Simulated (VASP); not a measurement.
Set up this calculation in VASP 6.6.1, as the native input.

| Item | Value |
| --- | --- |
| Task | single point |
| Functional | PBE |
| Potentials or basis | VASP PAW PBE potentials, release 64 (Mn_pv, Cu, As) |
| Cutoff | 600 eV |
| k mesh | 10 × 10 × 6 |
| Occupations | gaussian, width 0.05 eV |
| Spin | collinear spin, antiferromagnetic start |
| Starting moments | [3.74, -3.74, 0.0, 0.0, 0.0, 0.0] μB |
| Dipole correction | no |
| Further INCAR settings | ALGO = Normal; EDIFF = 1e-06; NBANDS = 42 |

The structure of MnCuAs lies in POSCAR:

```
MnCuAs
1.0
    3.6840905421      0.0000000000      0.0000000000
    0.0000000000      3.6840905421      0.0000000000
    0.0000000000      0.0000000000      6.4020069085
Mn Cu As
2 2 2
Direct
    0.0000000000      0.5000000000      0.1505141501
    0.5000000000      0.0000000000      0.8494857746
    0.0000000000      0.0000000000      0.5000001014
    0.5000000000      0.5000000000      0.5000001014
    0.0000000000      0.5000000000      0.7729125138
    0.5000000000      0.0000000000      0.2270873586
```

One way to write it, as run:

INCAR

```
PREC = Accurate
ENCUT = 600
EDIFF = 1E-6
ISMEAR = 0
SIGMA = 0.05
LREAL = False
LASPH = True
NELM = 200
ALGO = Normal
ISIF = 2
LWAVE = False
LCHARG = True
ISPIN = 2
MAGMOM = 3.74 -3.74 0 0 0 0
LORBIT = 11
LMAXMIX = 4
GGA = PE
LVHAR = True
NBANDS = 42
GGA_COMPAT = False
KPAR = 4
```

KPOINTS

```
Automatic mesh
0
Gamma
  10 10 6
```

Potentials or basis: VASP PAW PBE potentials, release 64 (Mn_pv, Cu, As).

Command:

```sh
$ cat potpaw_PBE.64/Mn_pv/POTCAR potpaw_PBE.64/Cu/POTCAR potpaw_PBE.64/As/POTCAR > POTCAR
$ mpirun -np 4 vasp_std > vasp.out
```

It gave:

```json
{"Pressure": "0.5 GPa", "Largest force": "0.012 eV/Å", "Band gap on the k mesh": "zero (filled and empty bands overlap)", "Net moment": "0.00 μB per cell", "Site moments": "Mn +3.41, -3.41; Cu +0.00; As +0.01, -0.01 μB", "Valence electrons inside the program's atomic spheres": "Mn 11.54; Cu 10.00; As 2.83"}
```

Caveat: the antiferromagnetic order is the one typed at the start, and another may lie lower.

Wall time 3.7 min on 4 MPI ranks on AMD EPYC 7R43 64-Core Processor (Zen 3), with other jobs on the host, peak memory 0.63 GiB a rank.
